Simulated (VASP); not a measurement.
Input of a VASP 6.6.1 run:

Contents of INCAR:

```
SYSTEM = Li2BrCl
ALGO     = Normal         ! electronic algorithm
EDIFF    = 1E-7           ! SCF threshold, eV
ENCUT    = 520            ! plane-wave cutoff, eV
GGA      = PE             ! functional
ISIF     = 2              ! what is computed and relaxed
ISMEAR   = 0              ! smearing method
LASPH    = .True.         ! aspherical terms in the spheres
LCHARG   = .False.        ! write CHGCAR
LREAL    = .False.        ! projectors in reciprocal space
LWAVE    = .False.        ! write WAVECAR
NBANDS   = 18             ! bands
NELM     = 100            ! most SCF steps
PREC     = Accurate       ! precision mode
SIGMA    = 0.01           ! smearing width, eV
```

File KPOINTS:

```
k-points
0
Gamma
  4 4 4
  0 0 0
```

Contents of POSCAR:

```
Li2BrCl
1.0
    1.8113217309      1.0457670889      5.9053343909
   -1.8113217309      1.0457670889      5.9053343909
    0.0000000000     -2.0915341778      5.9053343909
Cl Br Li
1 1 2
Direct
    1.0000000000      0.0000000000      0.0000000000
    0.5000000000      0.5000000000      0.5000000000
    0.2543610290      0.2543610290      0.2543610290
    0.7456389710      0.7456389710      0.7456389710
```

Potentials or basis: VASP PAW PBE potentials, release 64 (Cl, Br, Li_sv).

Launch:

```bash
$ cat potpaw_PBE.64/Cl/POTCAR potpaw_PBE.64/Br/POTCAR potpaw_PBE.64/Li_sv/POTCAR > POTCAR
$ mpirun -np 1 vasp_std > vasp.out
```

Problem. Predict the largest force.

Solution. 0.032 eV/Å.

Problem. What does it give for the band gap on the k mesh?

Solution. 5.47 eV, direct.

Forces in eV/Å, atoms in the order of the input:
```
Cl   0.000  0.000  0.000
Br   0.000  0.000  0.000
Li   0.000  0.000  0.032
Li   0.000  0.000 -0.032
```

Caveat: the k points lie up to 0.51 Å⁻¹ apart. A k mesh can miss the band edges.
